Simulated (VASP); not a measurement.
# Cu (P6/mmm) in VASP: single point with LDA

Aim: the single point of Cu with LDA.

All numbers are computed with VASP 6.6.1; they aren't measurements. Logs are shortened: lines on timing, memory, paths and dates and some standing lists are left out, and cuts for length are marked.

## (1) The cell of the first run

It takes space group P6/mmm (No. 191, hexagonal). Conventional cell: a = 3.998 Å, b = 3.998 Å, c = 2.400 Å, α = 90.00°, β = 90.00°, γ = 120.00°. Cu (site symmetry 6/mmm) has 14 Cu at 2.40 to 2.60 Å within 3.2 Å. Cu (site symmetry -6m2) has 11 Cu at 2.31 to 2.60 Å within 3.1 Å.

This isn't the form of Cu at room conditions, which is fcc.

## (2) Single point, LDA

INCAR

```
SYSTEM = Cu
PREC     = Accurate       ! precision mode
ENCUT    = 820            ! plane-wave cutoff, eV
EDIFF    = 1E-6           ! SCF threshold, eV
ISMEAR   = -1             ! smearing method
SIGMA    = 0.1            ! smearing width, eV
LREAL    = .FALSE.        ! projectors in reciprocal space
LASPH    = .TRUE.         ! aspherical terms in the spheres
NELM     = 120            ! most SCF steps
ALGO     = Normal         ! electronic algorithm
ISIF     = 2              ! what is computed and relaxed
LWAVE    = .FALSE.        ! write WAVECAR
LCHARG   = .TRUE.         ! write CHGCAR
GGA      = CA             ! functional
LELF     = .TRUE.         ! ELF
LVHAR    = .TRUE.       
NBANDS   = 36             ! bands
GGA_COMPAT= .FALSE.
```

KPOINTS

```
Automatic mesh
0
G
  9 9 13
  0 0 0
```

POSCAR

```
Cu
1.0
    3.9984259746      0.0000000000      0.0000000000
   -1.9992129873      3.4627384691      0.0000000000
    0.0000000000      0.0000000000      2.4003998116
Cu
3
Direct
    1.0000000000      1.0000000000      0.0000000000
    0.3333333333      0.6666666667      0.5000000000
    0.6666666667      0.3333333333      0.5000000000
```

Potentials or basis: VASP PAW LDA potentials, release 64 (Cu_sv_GW).

Started as:

```console
$ cat potpaw_LDA.64/Cu_sv_GW/POTCAR > POTCAR
$ mpirun -np 1 vasp_std > vasp.out
```

OUTCAR:

```text
SYSTEM = Cu
   PREC = Accurate
   ENCUT = 820
   EDIFF = 1E-6
   ISMEAR = -1
   LREAL = .FALSE.
   LASPH = .TRUE.
   NELM = 120
   ISIF = 2
   GGA = CA

 ion  position               nearest neighbor table
   1  0.000  0.000  0.000-   2 2.60   3 2.60   2 2.60   3 2.60   2 2.60   2 2.60   3 2.60   3 2.60
                             3 2.60   3 2.60   2 2.60   2 2.60
   2  0.333  0.667  0.500-   3 2.31   3 2.31   3 2.31   1 2.60   1 2.60   1 2.60   1 2.60   1 2.60
                             1 2.60
   3  0.667  0.333  0.500-   2 2.31   2 2.31   2 2.31   1 2.60   1 2.60   1 2.60   1 2.60   1 2.60
                             1 2.60

  LATTYP: Found a hexagonal cell.
 ALAT       =     3.9984259746
 C/A-ratio  =     0.6003361890

  Lattice vectors:

 A1 = (   3.9984259746,   0.0000000000,   0.0000000000)
 A2 = (  -1.9992129873,   3.4627384691,   0.0000000000)
 A3 = (   0.0000000000,   0.0000000000,   2.4003998116)

Analysis of symmetry for initial positions (statically):
=====================================================================
 Subroutine PRICEL returns:
 Original cell was already a primitive cell.

 Routine SETGRP: Setting up the symmetry group for a
 hexagonal supercell.

 Subroutine GETGRP returns: Found 24 space group operations
 (whereof 24 operations were pure point group operations)
 out of a pool of 24 trial point group operations.

The static configuration has the point symmetry D_6h.

Analysis of symmetry for dynamics (positions and initial velocities):
=====================================================================
 Subroutine PRICEL returns:
 Original cell was already a primitive cell.

 Routine SETGRP: Setting up the symmetry group for a
 hexagonal supercell.

 Subroutine GETGRP returns: Found 24 space group operations
 (whereof 24 operations were pure point group operations)
 out of a pool of 24 trial point group operations.

The dynamic configuration has the point symmetry D_6h.

 Subroutine INISYM returns: Found 24 space group operations
 (whereof 24 operations are pure point group operations),
 and found     1 'primitive' translations

----------------------------------------------------------------------------------------

                                     Primitive cell

  volume of cell :      33.2347

  direct lattice vectors                    reciprocal lattice vectors
[... 87 lines left out ...]
   ENCUT  =  820.0 eV  60.27 Ry    7.76 a.u.   9.34  9.34  5.60*2*pi/ulx,y,z
   NELM   =    120;   NELMIN=  2; NELMDL= -5     # of ELM steps
   EDIFF  = 0.1E-05   stopping-criterion for ELM
   LREAL  =      F    real-space projection
   EDIFFG = 0.1E-04   stopping-criterion for IOM
   NSW    =      0    number of steps for IOM
   IBRION =     -1    ionic relax: 0-MD 1-quasi-New 2-CG
   NFREE  =      0    steps in history (QN), initial steepest desc. (CG)
   ISIF   =      2    stress and relaxation
   ISYM   =      2    0-nonsym 1-usesym 2-fastsym
   POTIM  = 0.5000    time-step for ionic-motion
   TEBEG  =    0.0;   TEEND  =   0.0 temperature during run
   PSTRESS=    0.0 pullay stress
   NELECT =      57.0000    total number of electrons
   NUPDOWN=      -1.0000    fix difference up-down
   EMIN   =  10.00;   EMAX   =-10.00  energy-range for DOS
   EFERMI =   0.00;   METHOD = LEGACY
   ISMEAR =    -1;   SIGMA  =   0.10  broadening in eV -4-tet -1-fermi 0-gaus
   EFERMI_NEDOS =   21; number of points for ismear=-14 and -15
   IALGO  =     38    algorithm
   IMIX   =      4    mixing-type and parameters
     AMIX     =   0.40;   BMIX     =  1.00
     AMIX_MAG =   1.60;   BMIX_MAG =  1.00
  volume/ion in A,a.u.               =      11.08        74.76
  Fermi-wavevector in a.u.,A,eV,Ry     =   1.959607  3.703120 52.247188  3.840060
  Thomas-Fermi vector in A             =   2.984959
   LORBIT       =      0    0 simple, 1 ext, 2 COOP (PROOUT), +10 PAW based schemes
   GGA     = CA    functional components
   LHFCALC =     F    Hartree Fock is set to
   AEXX    =    0.0000 exact exchange contribution
   IVDW    =     0    specifies the selected vdW correction
   LEPSILON=     F    determine dielectric tensor
   LRPA    =     F    only Hartree local field effects (RPA)
 non-spin polarized calculation
  energy-cutoff  :      820.00
  volume of cell :       33.23
 maximum number of plane-waves:      1811
 NGX is ok and might be reduce to    40
   NGX = 19   NGY = 19   NGZ = 11

 number of electron      56.9999990 magnetization

 Free energy of the ion-electron system (eV)
  ---------------------------------------------------
  ext. energy  EPLUGINS =         0.00000000
  ---------------------------------------------------
  free energy    TOTEN  =       -14.33025778 eV

  energy without entropy =      -14.30072869  energy(sigma->0) =      -14.31549324

 E-fermi :   8.0059     XC(G=0): -14.2344

 val. band max:        7.9674667976   @ k =   0.3333   0.1111   0.4615
 cond. band min:       8.0214969378   @ k =   0.2222   0.1111   0.0769
 fundamental gap:      0.0540301402
 Fermi energy:         8.0059420939

 k-point     1 :       0.0000    0.0000    0.0000
  band No.  band energies     occupation
      1    -103.6802      2.00000
      2    -103.6490      2.00000
      3    -103.5928      2.00000
      4     -61.7017      2.00000
      5     -61.7017      2.00000
      6     -61.6000      2.00000
[... 925 lines left out ...]
     35      26.5586      0.00000
     36      26.9084      0.00000

 [... further k-points ...]

------------------------ aborting loop because EDIFF is reached ----------------------------------------

  FORCE on cell =-STRESS in cart. coord.  units (eV):
  Direction    XX          YY          ZZ          XY          YZ          ZX
  --------------------------------------------------------------------------------------
  -------------------------------------------------------------------------------------
  Total       -0.1183108     -0.1183108     -0.1167574      0.0000000      0.0000000      0.0000000
  in kB       -5.7035160     -5.7035160     -5.6286310      0.0000000      0.0000000      0.0000000
  external PRESSURE =      -5.6785543 kB  Pullay stress =       0.0000000 kB

 VOLUME and BASIS-vectors are now :
 -----------------------------------------------------------------------------
  energy-cutoff  :      820.00
  volume of cell :       33.23
      direct lattice vectors                 reciprocal lattice vectors
     3.998425975  0.000000000  0.000000000     0.250098415  0.144394387  0.000000000
    -1.999212987  3.462738469  0.000000000     0.000000000  0.288788775  0.000000000
     0.000000000  0.000000000  2.400399812     0.000000000  0.000000000  0.416597266

 POSITION                                       TOTAL-FORCE (eV/Angst)
 -----------------------------------------------------------------------------------
      0.00000      0.00000      0.00000        -0.000000      0.000000      0.000000
     -0.00000      2.30849      1.20020        -0.000000      0.000000     -0.000000
      1.99921      1.15425      1.20020         0.000000     -0.000000      0.000000
 -----------------------------------------------------------------------------------
    total drift:                               -0.000000      0.000000      0.000000

  FREE ENERGIE OF THE ION-ELECTRON SYSTEM (eV)
  ---------------------------------------------------
  free  energy   TOTEN  =       -14.3302577792 eV

  energy  without entropy=      -14.3007286918  energy(sigma->0) =      -14.31549324
```

OSZICAR:

```text
N       E                     dE             d eps       ncg     rms          rms(c)
DAV:   1     0.154138706871E+04    0.15414E+04   -0.42287E+04  8924   0.716E+03
DAV:   2     0.195278526622E+03   -0.13461E+04   -0.13126E+04  9140   0.154E+03
DAV:   3    -0.213638808769E+01   -0.19741E+03   -0.18459E+03 10936   0.854E+02
DAV:   4    -0.161864225792E+02   -0.14050E+02   -0.13747E+02 11148   0.272E+02
DAV:   5    -0.170942170398E+02   -0.90779E+00   -0.90640E+00 11176   0.628E+01    0.147E+01
DAV:   6    -0.160298680625E+02    0.10643E+01   -0.28682E+01  9536   0.271E+02    0.937E+00
DAV:   7    -0.143515005353E+02    0.16784E+01   -0.81849E+00  8600   0.153E+02    0.299E+00
DAV:   8    -0.143502158709E+02    0.12847E-02   -0.43822E-01 11360   0.387E+01    0.136E+00
DAV:   9    -0.143310074846E+02    0.19208E-01   -0.77374E-02  9432   0.271E+01    0.414E-01
DAV:  10    -0.143305368084E+02    0.47068E-03   -0.24827E-02 11696   0.665E+00    0.172E-01
DAV:  11    -0.143303033495E+02    0.23346E-03   -0.99934E-04 11440   0.146E+00    0.646E-02
DAV:  12    -0.143302578189E+02    0.45531E-04   -0.22361E-04 11320   0.645E-01    0.598E-03
DAV:  13    -0.143302577792E+02    0.39665E-07   -0.50031E-06  5964   0.124E-01
   1 F= -.14330258E+02 E0= -.14315493E+02  d E =-.295291E-01
```

It took 2.6 min on 1 thread of AMD EPYC 9R45 (Zen 5), shared host; peak memory 0.26 GiB.

What came out:

| Item | Value |
| --- | --- |
| Free energy | -14.3303 eV |
| Pressure | -0.6 GPa |
| Band gap on the k mesh | zero (an odd number of electrons rules out a gap without spin polarisation) |

The gap in the log of VASP goes by the Fermi energy; the results here count the filled bands.